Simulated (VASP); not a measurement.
A run of VASP 6.6.1 is set up as follows.

Contents of INCAR:

```
SYSTEM = Li
PREC = Accurate ; ENCUT = 520
EDIFF = 1E-7 ; ISMEAR = 1
SIGMA = 0.1 ; LREAL = .FALSE.
LASPH = .TRUE. ; NELM = 100
ALGO = Normal ; ISIF = 2
LWAVE = .FALSE. ; LCHARG = .FALSE.
GGA = PS ; NBANDS = 8
```

File KPOINTS:

```
regular mesh
0
G
  33 33 33
  0 0 0
```

File POSCAR:

```
Li
1.0
   -1.7159707500      1.7159707500      1.7159707500
    1.7159707500     -1.7159707500      1.7159707500
    1.7159707500      1.7159707500     -1.7159707500
Li
1
Direct
    0.0000000000      0.0000000000      0.0000000000
```

Potentials or basis: VASP PAW PBE potentials, release 64 (Li_sv).

The run is started by

```sh
$ cat potpaw_PBE.64/Li_sv/POTCAR > POTCAR
$ mpirun -np 1 vasp_std > vasp.out
```

(1) Estimate the band gap on the k mesh.

Answers

(1) zero (an odd number of electrons rules out a gap without spin polarisation).
